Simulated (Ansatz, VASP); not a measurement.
Two plane-wave programs on BH3C18

```
C B H
1.0
     7.39800    0.00000    0.00000
    -3.69900    6.40686    0.00000
     0.00000    0.00000   13.00000
C B H
18 1 3
Direct
  0.99965 0.99281 0.07188
  0.22007 0.10535 0.07093
  0.99843 0.33016 0.07820
  0.22284 0.44150 0.07465
  0.99732 0.66048 0.06436
  0.21977 0.77082 0.07016
  0.33157 0.99320 0.07143
  0.55343 0.10552 0.07061
  0.33190 0.32713 0.07325
  0.55479 0.43994 0.06891
  0.32708 0.65832 0.07667
  0.55277 0.77079 0.10410
  0.66503 0.99804 0.08012
  0.88548 0.10351 0.07841
  0.66442 0.32802 0.06461
  0.88531 0.44070 0.06621
  0.66708 0.65916 0.07449
  0.88597 0.77124 0.06804
  0.93550 0.22222 0.20029
  0.54924 0.76569 0.19084
  0.06471 0.20093 0.24555
  0.80155 0.24291 0.24070
```

Alike in both runs: functional PBEsol; k mesh 2 × 2 × 1; occupations gaussian, width 0.02 eV; no spin polarisation.

Ansatz relaxed the structure, and its values are those at the end. VASP's run is a single point on that final structure, the one shown.

|  | VASP | Ansatz |
| --- | --- | --- |
| version | VASP 6.6.1 | Ansatz 0.2.0 |
| potentials or method | VASP PAW PBE potentials, release 64 (C, B, H), cutoff 520 eV | scalar-relativistic, plane waves, PAW |
| valence electrons in the cell | 78 | 78 |

```tsv
	VASP	Ansatz	Ansatz less VASP
rms of the force components (eV/Å)	0.010	0.007	-0.0035
```

VASP's potentials were made for PBE, not for PBEsol, and Ansatz warns of the same on its side.

The k mesh is coarse, so the values compare programs but aren't converged.
